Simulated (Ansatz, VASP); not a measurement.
Al2Pt in VASP and in Ansatz

```
Pt Al
1.0
     4.17451    0.00000    0.00000
     0.00000    5.90365    0.00000
     0.00000    0.00000   18.08730
Pt Al
2 4
Direct
  0.00000 0.12500 0.45024
  0.50000 0.62500 0.54977
  0.50000 0.89067 0.44635
  0.50000 0.35933 0.44635
  0.00000 0.39067 0.55364
  0.00000 0.85933 0.55364
```

Alike in both runs: functional r2SCAN; k mesh 9 × 6 × 1; occupations fermi-dirac, width 0.05 eV; no spin polarisation.

Ansatz relaxed the structure, and its values are those at the end. VASP's run is a single point on that final structure, the one shown.

|  | VASP | Ansatz |
| --- | --- | --- |
| version | VASP 6.6.1 | Ansatz 0.2.0 |
| potentials or method | VASP PAW PBE potentials, release 64 (Pt, Al) | PAW with Ansatz's default frozen-core files, scalar-relativistic |
| plane-wave cutoff (eV) | 520 | 500 |
| valence electrons in the cell | 32 | 48 |

VASP gave:

| Quantity | Value |
| --- | --- |
| rms of the force components (eV/Å) | 0.009 |

What did Ansatz give for the same quantities?

rms of the force components (eV/Å): 0.003.

VASP's potentials were made for PBE, not for r2SCAN. The functional is the same, so the differences come from potentials, cutoffs and numerics. VASP's potentials hold 32 valence electrons a cell and Ansatz's 48, so a difference there can come from the potentials and not from the codes. Ansatz's warnings: stress scf threshold loose.

Neither program's run includes spin-orbit coupling.
